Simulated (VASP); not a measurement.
H8CO6, 15 atoms in the cell. The cell holds a disordered packing, 15 atoms: a = 5.893 Å, b = 5.893 Å, c = 5.893 Å, α = 90.00°, β = 90.00°, γ = 90.00°. 

* Program: VASP 6.6.1
* Task: single point
* Functional: r2SCAN
* Potentials or basis: VASP PAW PBE potentials, release 64 (O, H, C)
* Cutoff: 520 eV
* k mesh: 1 × 1 × 1
* Occupations: fermi-dirac, width 0.05 eV
* Spin: no spin polarisation
* Dipole correction: no
* Further INCAR settings: LREAL = Auto; ALGO = Normal; EDIFF = 1e-07; NBANDS = 37

Potentials or basis: VASP PAW PBE potentials, release 64 (O, H, C).

The run is started by

```console
$ cat potpaw_PBE.64/O/POTCAR potpaw_PBE.64/H/POTCAR potpaw_PBE.64/C/POTCAR > POTCAR
$ cp INCAR.step1 INCAR
$ mpirun -np 1 vasp_gam > vasp.out
$ cp INCAR.step2 INCAR
$ mpirun -np 1 vasp_gam > vasp.out
```

Hardware: 1 thread of Intel(R) Xeon(R) 6975P-C (Granite Rapids), with other jobs on the host.

Task: Estimate the wall time of this run.

Result: Wall time 50 s on 1 thread of Intel(R) Xeon(R) 6975P-C (Granite Rapids), on a shared host, peak memory 0.32 GiB. Counts: k points 1.
